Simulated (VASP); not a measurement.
Input of a VASP 6.6.1 run:

INCAR

```
ALGO = Normal ; EDIFF = 1E-6
ENCUT = 520 ; GGA = PS
ISIF = 2 ; ISMEAR = 0
LASPH = True ; LCHARG = False
LREAL = False ; LWAVE = False
NBANDS = 18 ; NELM = 60
PREC = Accurate ; SIGMA = 0.1
```

File KPOINTS:

```
k-points
0
Gamma
  14 14 14
```

POSCAR

```
PIr2
1.0
    0.0000000000      2.6509412337      2.6509412337
    2.6509412337      0.0000000000      2.6509412337
    2.6509412337      2.6509412337      0.0000000000
P Ir
1 2
Direct
    0.0000000000      0.0000000000      0.0000000000
    0.2500000000      0.2500000000      0.2500000000
    0.7500000000      0.7500000000      0.7500000000
```

Potentials or basis: VASP PAW PBE potentials, release 64 (P, Ir).

Command:

```bash
$ cat potpaw_PBE.64/P/POTCAR potpaw_PBE.64/Ir/POTCAR > POTCAR
$ mpirun -np 1 vasp_std > vasp.out
```

(1) Estimate the pressure.

Results:

(1) 55.8 GPa.

Caveat: the PAW data sets were made with another functional, which shifts forces and pressure a little.
